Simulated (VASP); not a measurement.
Set up this calculation in VASP 6.6.1, as the native input.

```yaml
Task: single point
Functional: PBE
Potentials_or_basis: VASP PAW PBE potentials, release 64 (Ti_sv, O)
Cutoff: 520 eV
k_mesh: 4 × 4 × 6
Occupations: gaussian, width 0.1 eV
Spin: no spin polarisation
Hubbard_terms: Ti d U = 4.0 eV
Dipole_correction: no
Further_INCAR_settings: ALGO = Normal; EDIFF = 1e-07; NBANDS = 33
```

The structure of TiO2 lies in POSCAR:

```
TiO2
1.0
    4.6399446936      0.0000000000      0.0000000000
    0.0000000000      4.6399446936      0.0000000000
    0.0000000000      0.0000000000      3.0067234922
Ti O
2 4
Direct
    0.0000000000      0.0000000000      0.0000000000
    0.5000000000      0.5000000000      0.5000000000
    0.3056748301      0.3056748301      0.0000000000
    0.1943251699      0.8056748301      0.5000000000
    0.6943251699      0.6943251699      0.0000000000
    0.8056748301      0.1943251699      0.5000000000
```

One way to write it, as run:

INCAR

```
SYSTEM = TiO2
PREC = Accurate
ENCUT = 520
EDIFF = 1E-7
ISMEAR = 0
SIGMA = 0.1
LREAL = .FALSE.
LASPH = .TRUE.
NELM = 150
ALGO = Normal
ISIF = 2
LWAVE = .FALSE.
LCHARG = .TRUE.
LMAXMIX = 4
LDAU = .TRUE.
LDAUTYPE = 2
LDAUL = 2 -1
LDAUU = 4 0
LDAUJ = 0 0
LDAUPRINT = 1
GGA = PE
LELF = .TRUE.
LVHAR = .TRUE.
NBANDS = 33
```

KPOINTS

```
regular mesh
0
G
  4 4 6
  0 0 0
```

Potentials or basis: VASP PAW PBE potentials, release 64 (Ti_sv, O).

Run with:

```bash
$ cat potpaw_PBE.64/Ti_sv/POTCAR potpaw_PBE.64/O/POTCAR > POTCAR
$ mpirun -np 1 vasp_std > vasp.out
```

Results of the run:

```json
{
 "Pressure": "4.0 GPa",
 "Largest force": "0.151 eV/Å",
 "Band gap on the k mesh": "2.31 eV"
}
```

Caveat: the cell stands under pressure.

Wall time 94 s on 1 thread of Intel Xeon 8259CL (shared host), peak memory 0.19 GiB.
